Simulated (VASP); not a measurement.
## Au: relaxation of cell and atoms with PBE

Au:

```xyz
1
Lattice="0.0000 1.9854 1.9854 1.9854 0.0000 1.9854 1.9854 1.9854 0.0000" Properties=species:S:1:pos:R:3 pbc="T T T"
Au    0.0000    0.0000    0.0000
```

| Quantity | Value |
| --- | --- |
| Program | VASP 6.6.1 |
| Task | relaxation of cell and atoms |
| Functional | PBE |
| Potentials or basis | VASP PAW PBE potentials, release 64 (Au) |
| Cutoff | 600 eV |
| k mesh | 8 × 8 × 8 |
| Occupations | gaussian, width 0.1 eV |
| Spin | no spin polarisation |
| Dipole correction | no |
| Further INCAR settings | ALGO = Normal; EDIFF = 1e-06; IBRION = 2; EDIFFG = -0.05; NSW = 80; ISIF = 3 |

The relaxed volume is 18.03 Å³/atom. The relaxed cell is a = 2.943 Å, b = 2.943 Å, c = 2.943 Å, α = 60.00°, β = 60.00°, γ = 60.00°. The space group after relaxing (to 0.05 Å) is Fm-3m (No. 225), the energy gained by relaxing is 189.8 meV/atom and the ionic steps are 5. The pressure after relaxing is 0.0 GPa.

Step by step:
```
step  energy change (eV)  largest force (eV/Å)  pressure (GPa)  volume (Å³)
   1              0.0000                0.0000           29.95        15.65
   2              0.1665                0.0000          -16.01        23.26
   3             -0.1887                0.0000           -1.57        18.25
   4             -0.1897                0.0000           -0.47        18.09
   5             -0.1898                0.0000            0.04        18.03
```

Final structure:
```
CELL_PARAMETERS angstrom
0.00000 2.08123 2.08123
2.08123 0.00000 2.08123
2.08123 2.08123 0.00000
ATOMIC_POSITIONS crystal
Au 0.00000 0.00000 0.00000
```

Levels at points of the mesh, in eV from the Fermi level:
```csv
k point,band 3,band 4,band 5,band 6,band 7,band 8,band 9
"(0.00, 0.00, 0.00)",-4.30,-4.30,-2.92,-2.92,14.68,18.36,18.36
"(0.50, 0.00, 0.00)",-4.33,-1.84,-1.84,-0.60,2.88,14.12,16.80
"(0.50, 0.50, 0.00)",-1.88,-1.55,-1.55,1.28,5.43,9.95,9.95
```

Wall time 14 s on 1 thread of Intel(R) Xeon(R) 6975P-C (Granite Rapids), on a shared host, peak memory 0.14 GiB.

Caveat: the volume moved by over 15 % at a fixed basis, so the end points are rough; spin-orbit coupling is left out, which moves the levels of the heavy elements.
